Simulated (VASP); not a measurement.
# TiO (P-6m2) in VASP: further runs, part 2 of 2

VASP 6.6.1.

## 5. Single point, PBEsol (volume scaled by 0.97, then relaxed in part)

INCAR reads:

```
SYSTEM = TiO
PREC = Accurate ; ENCUT = 520
EDIFF = 1E-6 ; ISMEAR = 0
SIGMA = 0.1 ; LREAL = .False.
LASPH = .True. ; NELM = 60
ALGO = Normal ; ISIF = 2
LWAVE = .False. ; LCHARG = .False.
GGA = PS ; NBANDS = 16
```

KPOINTS reads:

```
Automatic mesh
0
Gamma
  18 18 16
  0 0 0
```

POSCAR reads:

```
TiO
1.0
    2.7586363813      0.0000000000      0.0000000000
   -1.3793181907      2.3890491860      0.0000000000
    0.0000000000      0.0000000000      2.7700175417
Ti O
1 1
Direct
    0.6666666667      0.3333333333      0.0000000000
    0.0000000000      0.0000000000      0.5000000000
```

Potentials or basis: VASP PAW PBE potentials, release 64 (Ti_sv, O).

On the command line:

```sh
cat potpaw_PBE.64/Ti_sv/POTCAR potpaw_PBE.64/O/POTCAR > POTCAR
mpirun -np 1 vasp_std > vasp.out
```

OUTCAR:

```text
SYSTEM = TiO
   PREC = Accurate
   ENCUT = 520
   EDIFF = 1E-6
   ISMEAR = 0
   LREAL = .False.
   LASPH = .True.
   NELM = 60
   ISIF = 2
   GGA = PS

 ion  position               nearest neighbor table
   1  0.667  0.333  0.000-   2 2.11   2 2.11   2 2.11   2 2.11   2 2.11   2 2.11
   2  0.000  0.000  0.500-   1 2.11   1 2.11   1 2.11   1 2.11   1 2.11   1 2.11

  LATTYP: Found a hexagonal cell.
 ALAT       =     2.7586363813
 C/A-ratio  =     1.0041256472

  Lattice vectors:

 A1 = (   2.7586363813,   0.0000000000,   0.0000000000)
 A2 = (  -1.3793181907,   2.3890491860,   0.0000000000)
 A3 = (   0.0000000000,   0.0000000000,   2.7700175417)

Analysis of symmetry for initial positions (statically):
=====================================================================
 Subroutine PRICEL returns:
 Original cell was already a primitive cell.

 Routine SETGRP: Setting up the symmetry group for a
 hexagonal supercell.

 Subroutine GETGRP returns: Found 12 space group operations
 (whereof 12 operations were pure point group operations)
 out of a pool of 24 trial point group operations.

The static configuration has the point symmetry D_3h.

Analysis of symmetry for dynamics (positions and initial velocities):
[... 157 lines left out ...]

  energy without entropy =      -18.75476249  energy(sigma->0) =      -18.75486220

 E-fermi :  12.0485     XC(G=0): -13.4317

 val. band max:       11.8651963155   @ k =   0.0556  -0.0000   0.5000
 cond. band min:      12.0533731419   @ k =   0.0000   0.0000   0.5000
 fundamental gap:      0.1881768264
 Fermi energy:        12.0485111166

 k-point     1 :       0.0000    0.0000    0.0000
  band No.  band energies     occupation
      1     -45.4222      2.00000
      2     -21.6716      2.00000
      3     -21.2614      2.00000
      4     -21.2614      2.00000
      5     -10.1936      2.00000
      6       6.1490      2.00000
[... 433 lines left out ...]
      3     -21.5512      2.00000
      4     -21.5198      2.00000
      5      -8.7017      2.00000
      6       2.8808      2.00000
[... 8 lines left out ...]
     15      24.6715      0.00000
     16      27.2925      0.00000

 [... further k-points ...]
[... 5 lines left out ...]
  --------------------------------------------------------------------------------------
  -------------------------------------------------------------------------------------
  Total        1.0261723      1.0261723      1.0656429     -0.0000000      0.0000000      0.0000000
  in kB       90.0593470     90.0593470     93.5233794     -0.0000000      0.0000000      0.0000000
  external PRESSURE =      91.2140245 kB  Pullay stress =       0.0000000 kB

 VOLUME and BASIS-vectors are now :
 -----------------------------------------------------------------------------
  energy-cutoff  :      520.00
  volume of cell :       18.26
      direct lattice vectors                 reciprocal lattice vectors
     2.758636381  0.000000000  0.000000000     0.362497938  0.209288282  0.000000000
    -1.379318191  2.389049186  0.000000000     0.000000000  0.418576564  0.000000000
     0.000000000  0.000000000  2.770017542     0.000000000  0.000000000  0.361008544

 POSITION                                       TOTAL-FORCE (eV/Angst)
 -----------------------------------------------------------------------------------
      1.37932      0.79635      0.00000        -0.000000      0.000000      0.000000
      0.00000      0.00000      1.38501         0.000000      0.000000      0.000000
 -----------------------------------------------------------------------------------
    total drift:                               -0.000000      0.000000      0.000000

  FREE ENERGIE OF THE ION-ELECTRON SYSTEM (eV)
  ---------------------------------------------------
  free  energy   TOTEN  =       -18.7549619194 eV

  energy  without entropy=      -18.7547624887  energy(sigma->0) =      -18.75486220
```

OSZICAR:

```text
N       E                     dE             d eps       ncg     rms          rms(c)
DAV:   1     0.157822332496E+03    0.15782E+03   -0.97185E+03 10688   0.145E+03
DAV:   2    -0.945389713935E+01   -0.16728E+03   -0.15977E+03 11328   0.376E+02
DAV:   3    -0.211222531564E+02   -0.11668E+02   -0.11588E+02 18216   0.940E+01
DAV:   4    -0.213741800244E+02   -0.25193E+00   -0.25182E+00 11728   0.119E+01
DAV:   5    -0.213784275142E+02   -0.42475E-02   -0.42475E-02 13536   0.133E+00    0.159E+01
DAV:   6    -0.188953430048E+02    0.24831E+01   -0.80794E+00 15296   0.425E+01    0.596E+00
DAV:   7    -0.187673693091E+02    0.12797E+00   -0.48848E-01 12624   0.877E+00    0.423E+00
DAV:   8    -0.187614716070E+02    0.58977E-02   -0.20454E-01 14512   0.512E+00    0.975E-01
DAV:   9    -0.187544327554E+02    0.70389E-02   -0.44145E-02 11584   0.284E+00    0.673E-01
DAV:  10    -0.187550436690E+02   -0.61091E-03   -0.26242E-03 13248   0.658E-01    0.117E-01
DAV:  11    -0.187549630240E+02    0.80645E-04   -0.38775E-04 11880   0.221E-01    0.419E-02
DAV:  12    -0.187549632971E+02   -0.27310E-06   -0.22808E-05 12424   0.514E-02    0.193E-02
DAV:  13    -0.187549617042E+02    0.15929E-05   -0.38834E-06 12128   0.194E-02    0.697E-03
DAV:  14    -0.187549619194E+02   -0.21528E-06   -0.79336E-07  8288   0.124E-02
   1 F= -.18754962E+02 E0= -.18754862E+02  d E =-.199431E-03
```

stdout:

```text
POSCAR found type information on POSCAR TiO
 POSCAR found :  2 types and       2 ions
 scaLAPACK will be used
 -----------------------------------------------------------------------------
|                                                                             |
|                                                                             |
|     You enforced a specific xc type in the INCAR file but a different       |
|     I HOPE YOU KNOW WHAT YOU ARE DOING!                                     |
|                                                                             |
 -----------------------------------------------------------------------------

 LDA part: xc-table for (Slater+PW92), standard interpolation
 POSCAR, INCAR and KPOINTS ok, starting setup
 FFT: planning ... GRIDC
 FFT: planning ... GRID_SOFT
 FFT: planning ... GRID
 WAVECAR not read
 entering main loop
```

It took 47 s on 1 thread of Intel Xeon 6975P-C (Granite Rapids), shared host; peak memory 0.21 GiB.

What came out:

```
Free energy            : -18.7550 eV
Pressure               : 9.1 GPa
Band gap on the k mesh : zero (band 9 reaches 12.13 eV, above the bottom of band 10 at 12.05 eV)
```

Levels at points of the mesh, in eV from the Fermi level:
| k point | band 6 | band 7 | band 8 | band 9 | band 10 | band 11 | band 12 | band 13 |
| --- | --- | --- | --- | --- | --- | --- | --- | --- |
| (0.00, 0.00, 0.00) | -5.90 | -5.90 | -5.60 | -3.16 | 1.82 | 1.82 | 1.99 | 2.28 |
| (0.50, 0.00, 0.00) | -9.40 | -6.82 | -5.59 | -2.67 | 1.74 | 2.19 | 2.99 | 3.22 |
| (0.00, 0.00, 0.50) | -9.70 | -5.52 | -5.52 | 0.00 | 0.00 | 0.90 | 2.03 | 2.03 |
| (0.50, 0.00, 0.50) | -8.35 | -8.25 | -6.96 | -0.74 | 1.99 | 3.19 | 3.30 | 3.86 |

Caveat: the PAW data sets were made with another functional, which shifts forces and pressure a little; semilocal functionals often make such compounds metallic where correlation or magnetic order opens a gap, which also shifts bond lengths.

## 6. Summary

| cell | gap on the mesh (eV) | pressure (GPa) |
| --- | --- | --- |
| a = 2.663, b = 2.663, c = 2.697 Å, angles 90.0, 90.0, 120.0°, 2 atoms | none | 44.4 |
| a = 2.696, b = 2.696, c = 2.722 Å, angles 90.0, 90.0, 120.0°, 2 atoms | none | 30.6 |
| a = 2.727, b = 2.727, c = 2.746 Å, angles 90.0, 90.0, 120.0°, 2 atoms | none | 19.0 |
| a = 2.759, b = 2.759, c = 2.770 Å, angles 90.0, 90.0, 120.0°, 2 atoms | none | 9.1 |

Alike in all rows: task single point; level PBEsol; potentials or basis VASP PAW PBE potentials, release 64 (Ti_sv, O); no spin polarisation; k mesh 18 × 18 × 16; cutoff (eV) 520; smearing gaussian 0.1 eV.

Caveats: the PAW data sets were made with another functional, which shifts forces and pressure a little; semilocal functionals often make such compounds metallic where correlation or magnetic order opens a gap, which also shifts bond lengths.

Absolute energies hang on the potentials; compare differences alone.
